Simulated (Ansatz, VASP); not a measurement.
# Two plane-wave programs on CdF2

```
Cd F
1.0
     2.67889    2.67889    0.00000
    -2.67889    2.67889    0.00000
     0.00000    2.67889    2.67889
Cd F
1 2
Direct
  0.00000 0.00000 0.00000
  0.25000 0.75000 0.50000
  0.75000 0.25000 0.50000
```

Alike in both runs: task single point; functional r2SCAN; k mesh 8 × 8 × 8; no spin polarisation.

|  | VASP | Ansatz |
| --- | --- | --- |
| version | VASP 6.6.1 | Ansatz 0.2.0 |
| potentials or method | VASP PAW PBE potentials, release 64 (Cd_sv_GW, F) | PAW with Ansatz's default frozen-core files, scalar-relativistic |
| plane-wave cutoff (eV) | 770 | 500 |
| occupations | gaussian, width 0.01 eV | fixed |
| valence electrons in the cell | 34 | 34 |

Ansatz gave:

```
gap on the k mesh at the Fermi level (eV) : 3.86
pressure (GPa)                            : 2.0
```

Q: Which values does VASP return?

A: gap on the k mesh at the Fermi level (eV): 3.85; pressure (GPa): 1.6.

VASP's potentials were made for PBE, not for r2SCAN.
